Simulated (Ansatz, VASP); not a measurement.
## One calculation of SiO2, two programs

The input INCAR:

```
SYSTEM = SiO2
ALGO     = Normal         ! electronic algorithm
EDIFF    = 1E-7           ! SCF threshold, eV
EDIFFG   = -0.05          ! ionic threshold
ENCUT    = 600            ! plane-wave cutoff, eV
GGA      = PE             ! functional
IBRION   = 2              ! ionic algorithm
ISIF     = 3              ! what is computed and relaxed
ISMEAR   = 0              ! smearing method
LASPH    = .True.         ! aspherical terms in the spheres
LCHARG   = .False.        ! write CHGCAR
LREAL    = .False.        ! projectors in reciprocal space
LWAVE    = .False.        ! write WAVECAR
NELM     = 100            ! most SCF steps
NSW      = 100            ! ionic steps
PREC     = Accurate       ! precision mode
SIGMA    = 0.1            ! smearing width, eV
```

Contents of KPOINTS:

```
k-points
0
Gamma
  6 6 6
  0 0 0
```

The input POSCAR:

```
SiO2
1.0
    0.0000000000      3.5600000000      3.5600000000
    3.5600000000      0.0000000000      3.5600000000
    3.5600000000      3.5600000000      0.0000000000
Si O
2 4
Direct
    0.5000000000      0.5000000000      0.5000000000
    0.7500000000      0.7500000000      0.7500000000
    0.6250000000      0.6250000000      0.6250000000
    0.1250000000      0.6250000000      0.6250000000
    0.6250000000      0.6250000000      0.1250000000
    0.6250000000      0.1250000000      0.6250000000
```

Input for Ansatz:

```yaml
crystal:
  lattice:
    - [0.0, 3.56, 3.56]
    - [3.56, 0.0, 3.56]
    - [3.56, 3.56, 0.0]
  atoms:
    - { symbol: Si, position: [0.5, 0.5, 0.5] }
    - { symbol: Si, position: [0.75, 0.75, 0.75] }
    - { symbol: O, position: [0.625, 0.625, 0.625] }
    - { symbol: O, position: [0.125, 0.625, 0.625] }
    - { symbol: O, position: [0.625, 0.625, 0.125] }
    - { symbol: O, position: [0.625, 0.125, 0.625] }
basis:
  ecutwfc: 420
kpoints:
  mp_grid: { grid: [6, 6, 6] }
hamiltonian:
  xc: pbe
scf:
  occupations: { method: gaussian, width: 0.1 }
output:
  forces: true
  stress: true
  eigenvalues: true
relax:
  adjacent_minimum: "off"
  f_tol: 0.05
  max_steps: 80
  cell: { stress_tol: 0.5 }
```

Alike in both runs: task relaxation of cell and atoms; functional PBE; k mesh 6 × 6 × 6; occupations gaussian, width 0.1 eV; no spin polarisation.

|  | VASP | Ansatz |
| --- | --- | --- |
| version | VASP 6.6.1 | Ansatz 0.2.0 |
| potentials or method | VASP PAW PBE potentials, release 64 (Si, O), cutoff 600 eV | scalar-relativistic, plane waves, PAW |
| valence electrons in the cell | 32 | 32 |

|  | VASP | Ansatz | Ansatz less VASP |
| --- | --- | --- | --- |
| gap on the k mesh at the Fermi level, each at its own relaxed structure (eV) | 5.37 | 5.38 | +0.010 |
| relaxed volume (Å³/atom) | 17.32 | 17.29 | -0.032 |
| relaxed length of the cell vector where the two differ most in proportion (Å) | 5.277 | 5.274 | -0.0032 |

Noted on VASP's run: the volume moved by over 15 % at a fixed basis, so the end points are rough.
